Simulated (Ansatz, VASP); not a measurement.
## One calculation of RbBr, two programs

```
Rb Br
1.0
    -4.97573   -0.02234   -0.02354
     0.04460   -0.02093   -7.03429
    -0.04436   -9.90318   -0.03137
Rb Br
4 4
Direct
  0.25156 0.74935 0.62419
  0.24930 0.74930 0.12355
  0.74598 0.25028 0.87515
  0.74957 0.25095 0.37559
  0.25109 0.25071 0.62669
  0.24877 0.24957 0.12644
  0.75162 0.74906 0.87450
  0.75211 0.75078 0.37388
```

Change from the starting cell: cell x2, atoms moved at random (sigma 0.1 Å) and cell strained at random (1.5 %), then relaxed without symmetry.

Alike in both runs: functional PBE; k mesh 4 × 2 × 2; occupations gaussian, width 0.1 eV; no spin polarisation.

Ansatz relaxed the structure, and its values are those at the end. VASP's run is a single point on that final structure, the one shown.

|  | VASP | Ansatz |
| --- | --- | --- |
| version | VASP 6.6.1 | Ansatz 0.2.0 |
| potentials or method | VASP PAW PBE potentials, release 64 (Rb_sv, Br), cutoff 520 eV | scalar-relativistic, plane waves, PAW |
| valence electrons in the cell | 64 | 64 |

|  | VASP | Ansatz | Ansatz less VASP |
| --- | --- | --- | --- |
| gap on the k mesh at the Fermi level (eV) | 4.17 | 4.17 | +0.002 |
| least direct gap on the mesh (eV) | 4.17 | 4.17 | +0.002 |
| pressure (GPa) | 0.0 | 0.0 | -0.02 |
| rms of the force components (eV/Å) | 0.009 | 0.009 | -0.0001 |

The k mesh is coarse, so the values compare programs but aren't converged.
